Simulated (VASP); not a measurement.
# C (Fmmm) in VASP: a series of runs, part 2 of 2

VASP 6.6.1. Earlier steps stand in the parts before.

## Step 5: Single point, LDA (strain +0.0050 x Voigt [0, 0, 0, 1, 0, 0])

Input file INCAR:

```
ALGO     = Normal         # electronic algorithm
EDIFF    = 1E-7           # SCF threshold, eV
ENCUT    = 520            # plane-wave cutoff, eV
GGA      = CA             # functional
ISIF     = 2              # what is computed and relaxed
ISMEAR   = 0              # smearing method
LASPH    = T              # aspherical terms in the spheres
LCHARG   = F              # write CHGCAR
LREAL    = F              # projectors in reciprocal space
LWAVE    = F              # write WAVECAR
NBANDS   = 26             # bands
NELM     = 80             # most SCF steps
PREC     = Accurate       # precision mode
SIGMA    = 0.05           # smearing width, eV
```

Input file KPOINTS:

```
k-points
0
Gamma
  8 8 8
```

Input file POSCAR:

```
C
1.0
   -2.4103983070      2.4164243028      2.4164243028
    2.4103983070     -2.4043723112      2.4043723112
    2.4103983070      2.4043723112     -2.4043723112
C
8
Direct
    0.3254710870      0.0000000000      0.0000000000
    0.6745289130      0.6745289130      0.6745289130
    0.0000000000      0.3254710870      0.0000000000
    0.0000000000      0.0000000000      0.3254710870
    0.0000000000      0.6745289130      0.0000000000
    0.3254710870      0.3254710870      0.3254710870
    0.6745289130      0.0000000000      0.0000000000
    0.0000000000      0.0000000000      0.6745289130
```

Potentials or basis: VASP PAW LDA potentials, release 64 (C).

The run is started by

```bash
> cat potpaw_LDA.64/C/POTCAR > POTCAR
> mpirun -np 1 vasp_std > vasp.out
```

OUTCAR:

```text
EDIFF = 1E-7
   ENCUT = 520
   GGA = CA
   ISIF = 2
   ISMEAR = 0
   LASPH = T
   LREAL = F
   NELM = 80
   PREC = Accurate

 ion  position               nearest neighbor table
   1  0.325  0.000  0.000-   7 1.46   6 1.57   5 1.57   8 1.57
   2  0.675  0.675  0.675-   6 1.46   7 1.57   5 1.57   8 1.57
   3  0.000  0.325  0.000-   5 1.45   8 1.57   7 1.57   6 1.57
   4  0.000  0.000  0.325-   8 1.45   5 1.57   7 1.57   6 1.57
   5  0.000  0.675  0.000-   3 1.45   4 1.57   1 1.57   2 1.57
   6  0.325  0.325  0.325-   2 1.46   1 1.57   3 1.57   4 1.57
   7  0.675  0.000  0.000-   1 1.46   2 1.57   3 1.57   4 1.57
   8  0.000  0.000  0.675-   4 1.45   3 1.57   1 1.57   2 1.57

  LATTYP: Found a face centered orthorhombic cell.
 ALAT       =     4.8207966140
 B/A-ratio  =     1.4106780284
 C/A-ratio  =     1.4177490963

  Lattice vectors:

 A1 = (   0.0000000000,   4.8207966140,   0.0120519916)
 A2 = (   2.4103983070,   2.4164243028,   2.4164243028)
 A3 = (   2.4103983070,   2.4043723112,  -2.4043723112)

Analysis of symmetry for initial positions (statically):
=====================================================================
 Subroutine PRICEL returns:
 Original cell was already a primitive cell.

 Routine SETGRP: Setting up the symmetry group for a
 face centered orthorhombic supercell.

 Subroutine GETGRP returns: Found  8 space group operations
 (whereof  8 operations were pure point group operations)
 out of a pool of  8 trial point group operations.

The static configuration has the point symmetry D_2h.

Analysis of symmetry for dynamics (positions and initial velocities):
=====================================================================
 Subroutine PRICEL returns:
 Original cell was already a primitive cell.

 Routine SETGRP: Setting up the symmetry group for a
 face centered orthorhombic supercell.

 Subroutine GETGRP returns: Found  8 space group operations
[... 139 lines left out ...]
   LORBIT       =      0    0 simple, 1 ext, 2 COOP (PROOUT), +10 PAW based schemes
   GGA     = CA    functional components
   LHFCALC =     F    Hartree Fock is set to
   AEXX    =    0.0000 exact exchange contribution
   IVDW    =     0    specifies the selected vdW correction
   LEPSILON=     F    determine dielectric tensor
   LRPA    =     F    only Hartree local field effects (RPA)
 non-spin polarized calculation
 Gauss-broadening in eV      SIGMA  =   0.05
  energy-cutoff  :      520.00
  volume of cell :       56.02
 maximum number of plane-waves:      1524
   NGX = 15   NGY = 15   NGZ = 15

 number of electron      32.0000005 magnetization

 Free energy of the ion-electron system (eV)
  ---------------------------------------------------
  ext. energy  EPLUGINS =         0.00000000
  ---------------------------------------------------
  free energy    TOTEN  =       -75.27688415 eV

  energy without entropy =      -75.27688415  energy(sigma->0) =      -75.27688415

 E-fermi :   7.1694     XC(G=0): -12.0131

 val. band max:        6.9020009664   @ k =   0.5000   0.5000   0.5000
 cond. band min:       9.8896348607   @ k =   0.1250  -0.3750   0.1250
 fundamental gap:      2.9876338943
 Fermi energy:         7.1693875505

 k-point     1 :       0.0000    0.0000    0.0000
  band No.  band energies     occupation
      1     -14.1401      2.00000
      2      -5.9480      2.00000
      3      -5.9234      2.00000
      4      -5.8986      2.00000
      5      -4.8930      2.00000
      6      -4.8702      2.00000
[... 685 lines left out ...]
     25      18.6592      0.00000
     26      18.9600      0.00000

 [... further k-points ...]

------------------------ aborting loop because EDIFF is reached ----------------------------------------

  FORCE on cell =-STRESS in cart. coord.  units (eV):
  Direction    XX          YY          ZZ          XY          YZ          ZX
  --------------------------------------------------------------------------------------
  -------------------------------------------------------------------------------------
  Total        0.3777576      0.3773407      0.3773407      0.0000000     -0.5165071      0.0000000
  in kB       10.8043866     10.7924624     10.7924624      0.0000000    -14.7728120      0.0000000
  external PRESSURE =      10.7964371 kB  Pullay stress =       0.0000000 kB

 VOLUME and BASIS-vectors are now :
 -----------------------------------------------------------------------------
  energy-cutoff  :      520.00
  volume of cell :       56.02
      direct lattice vectors                 reciprocal lattice vectors
    -2.410398307  2.416424303  2.416424303     0.000000000  0.206917303  0.206917303
     2.410398307 -2.404372311  2.404372311     0.207434596 -0.000518590  0.207435893
     2.410398307  2.404372311 -2.404372311     0.207434596  0.207435893 -0.000518590

 POSITION                                       TOTAL-FORCE (eV/Angst)
 -----------------------------------------------------------------------------------
     -0.78451      0.78648      0.78648        -0.035014      0.036320      0.036320
      1.62588      1.62995      1.62995        -0.035014     -0.036320     -0.036320
      0.78451     -0.78255      0.78255         0.021396     -0.020581      0.020581
      0.78451      0.78255     -0.78255         0.021396      0.020581     -0.020581
      1.62588     -1.62182      1.62182        -0.021396      0.020581     -0.020581
      0.78451      0.78648      0.78648         0.035014      0.036320      0.036320
     -1.62588      1.62995      1.62995         0.035014     -0.036320     -0.036320
      1.62588      1.62182     -1.62182        -0.021396     -0.020581      0.020581
 -----------------------------------------------------------------------------------
    total drift:                               -0.000000      0.000000      0.000000

  FREE ENERGIE OF THE ION-ELECTRON SYSTEM (eV)
  ---------------------------------------------------
  free  energy   TOTEN  =       -75.2768841497 eV

  energy  without entropy=      -75.2768841497  energy(sigma->0) =      -75.27688415
```

Run time: 64 s. Hardware: 1 thread of AMD EPYC 9R45 (Zen 5), shared host; peak memory 0.18 GiB.

Results:

```yaml
Free_energy: -75.2769 eV
Pressure: 1.1 GPa
Largest_force: 0.062 eV/Å
Band_gap_on_the_k_mesh: 2.99 eV, indirect (least direct gap 3.79 eV)
```

Forces in eV/Å, atoms in the order of the input:
```
C   -0.035  0.036  0.036
C   -0.035 -0.036 -0.036
C    0.021 -0.021  0.021
C    0.021  0.021 -0.021
C   -0.021  0.021 -0.021
C    0.035  0.036  0.036
C    0.035 -0.036 -0.036
C   -0.021 -0.021  0.021
```

Stress tensor (GPa, compression positive):
```
 1.08  0.00  0.00
 0.00  1.08 -1.48
 0.00 -1.48  1.08
```

Caveat: the cell differs from its parent crystal (strain +0.0050 x Voigt [0, 0, 0, 1, 0, 0]). A k mesh can miss the band edges.

## Step 6: The runs side by side

```tsv
cell	gap on the mesh (eV)	pressure (GPa)	largest force (eV/Å)
a = 4.224, b = 4.126, c = 4.126 Å, angles 108.5, 109.5, 109.5°, 8 atoms	2.74	1.2	0.13
a = 4.210, b = 4.140, c = 4.140 Å, angles 108.8, 109.5, 109.5°, 8 atoms	2.82	1.1	0.11
a = 4.196, b = 4.154, c = 4.154 Å, angles 109.1, 109.5, 109.5°, 8 atoms	2.91	1.1	0.09
a = 4.182, b = 4.168, c = 4.168 Å, angles 109.3, 109.5, 109.5°, 8 atoms	2.99	1.1	0.06
```

Alike in all rows: task single point; level LDA; potentials or basis VASP PAW LDA potentials, release 64 (C); no spin polarisation; k mesh 8 × 8 × 8; cutoff (eV) 520; smearing gaussian 0.05 eV.

Absolute energies hang on the potentials; compare differences alone.
